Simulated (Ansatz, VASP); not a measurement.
# BN in VASP and in Ansatz

Contents of INCAR:

```
SYSTEM = BN
  PREC = Accurate
  ENCUT = 520
  EDIFF = 1E-6
  ISMEAR = 0
  SIGMA = 0.05
  LREAL = .FALSE.
  LASPH = .TRUE.
  NELM = 60
  ALGO = Normal
  ISIF = 2
  LWAVE = .FALSE.
  LCHARG = .FALSE.
  GGA = PE
  NBANDS = 16
```

File KPOINTS:

```
regular mesh
0
G
  12 12 4
  0 0 0
```

File POSCAR:

```
BN
1.0
    2.5121751215      0.0000000000      0.0000000000
   -1.2560875608      2.1756074740      0.0000000000
    0.0000000000      0.0000000000      8.3436910039
B N
2 2
Direct
    0.1557414032      0.5366603508      0.2500000000
    0.6666666667      0.3333333333      0.7500000000
    0.3333333333      0.6666666667      0.7500000000
    0.6666666667      0.3333333333      0.2500000000
```

Input for Ansatz:

```yaml
crystal:
  lattice:
    - [2.5121751215, 0.0, 0.0]
    - [-1.2560875608, 2.175607474, 0.0]
    - [0.0, 0.0, 8.3436910039]
  atoms:
    - { symbol: B, position: [0.1557414032, 0.5366603508, 0.25] }
    - { symbol: B, position: [0.6666666667, 0.3333333333, 0.75] }
    - { symbol: "N", position: [0.3333333333, 0.6666666667, 0.75] }
    - { symbol: "N", position: [0.6666666667, 0.3333333333, 0.25] }
basis:
  ecutwfc: 420
kpoints:
  mp_grid: { grid: [12, 12, 4] }
hamiltonian:
  xc: pbe
scf:
  occupations: { method: gaussian, width: 0.05 }
output:
  forces: true
  stress: true
  eigenvalues: true
```

Alike in both runs: task single point; functional PBE; k mesh 12 × 12 × 4; occupations gaussian, width 0.05 eV; no spin polarisation.

|  | VASP | Ansatz |
| --- | --- | --- |
| version | VASP 6.6.1 | Ansatz 0.2.0 |
| potentials or method | VASP PAW PBE potentials, release 64 (B, N), cutoff 520 eV | scalar-relativistic, plane waves, PAW |
| valence electrons in the cell | 16 | 16 |

Ansatz gave:

| Quantity | Value |
| --- | --- |
| gap on the k mesh at the Fermi level (eV) | 2.78 |
| least direct gap on the mesh (eV) | 2.93 |
| rms of the force components (eV/Å) | 13.663 |

Which values does VASP return?

gap on the k mesh at the Fermi level (eV): 2.76; least direct gap on the mesh (eV): 2.91; rms of the force components (eV/Å): 13.969.

Atom by atom the forces differ by 0.306 eV/Å (rms over components).
